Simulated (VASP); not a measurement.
Input of a VASP 6.6.1 run:

The input INCAR:

```
SYSTEM = C
PREC = Accurate
ENCUT = 520
EDIFF = 1E-7
ISMEAR = 0
SIGMA = 0.15
LREAL = .False.
LASPH = .True.
NELM = 100
ALGO = Normal
ISIF = 2
LWAVE = .False.
LCHARG = .False.
GGA = PS
IVDW = 12
NBANDS = 16
```

Contents of KPOINTS:

```
regular mesh
0
Gamma
  21 21 8
  0 0 0
```

The input POSCAR:

```
C
1.0
    2.4959123300      0.0000000000      0.0000000000
   -1.2479561650      2.1615234834      0.0000000000
    0.0000000000      0.0000000000      5.9225503679
C
4
Direct
    0.0000000000      0.0000000000      0.0025000000
    0.0000000000      0.0000000000      0.5025000000
    0.3333333333      0.6666666667      0.0025000000
    0.6666666667      0.3333333333      0.5025000000
```

Potentials or basis: VASP PAW PBE potentials, release 64 (C).

Launch:

```bash
$ cat potpaw_PBE.64/C/POTCAR > POTCAR
$ mpirun -np 1 vasp_std > vasp.out
```

(1) What does it give for the band gap on the k mesh?

(2) Estimate the dispersion energy per atom.

(3) Estimate the pressure.

## Answers

(1) zero (bands 8 and 9 overlap by 0.12 eV).

(2) -0.123 eV.

(3) -11.3 GPa.

Caveat: the stress differs along the axes, from -20 to 7 GPa; the PAW data sets were made with another functional, which shifts forces and pressure a little.
